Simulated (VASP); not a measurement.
A run of VASP 6.6.1 is set up as follows.

File INCAR:

```
PREC     = Accurate       # precision mode
ENCUT    = 520            # plane-wave cutoff, eV
EDIFF    = 1E-7           # SCF threshold, eV
ISMEAR   = 1              # smearing method
SIGMA    = 0.05           # smearing width, eV
LREAL    = False          # projectors in reciprocal space
LASPH    = True           # aspherical terms in the spheres
NELM     = 150            # most SCF steps
ALGO     = Fast           # electronic algorithm
ISIF     = 2              # what is computed and relaxed
LWAVE    = False          # write WAVECAR
LCHARG   = True           # write CHGCAR
ISPIN    = 2              # spin polarisation
MAGMOM   = 1              # initial moments
LORBIT   = 11             # projections on sites
LMAXMIX  = 4              # l up to which the mixer works
GGA      = VW             # functional
LELF     = True           # ELF
LVHAR    = True         
NBANDS   = 14             # bands
```

The input KPOINTS:

```
regular mesh
0
Gamma
  12 12 12
```

The input POSCAR:

```
Os
1.0
    0.0000000000      1.9705950404      1.9705950404
    1.9705950404      0.0000000000      1.9705950404
    1.9705950404      1.9705950404      0.0000000000
Os
1
Direct
    0.0000000000      0.0000000000      0.0000000000
```

Potentials or basis: VASP PAW PBE potentials, release 64 (Os).

The run is started by

```sh
$ cat potpaw_PBE.64/Os/POTCAR > POTCAR
$ mpirun -np 1 vasp_std > vasp.out
```

**Question.** What does it give for the net moment?

**Answer.** 0.03 μB per cell.

**Question.** Predict the pressure.

**Answer.** -36.7 GPa.

**Question.** Predict the band gap on the k mesh.

**Answer.** Zero (filled and empty bands overlap).

**Question.** Predict the site moments.

**Answer.** Os +0.03 μB.

Caveat: the cell stands under tension; the PAW data sets were made with another functional, which shifts forces and pressure a little; spin-orbit coupling is left out, which moves the levels of the heavy elements.
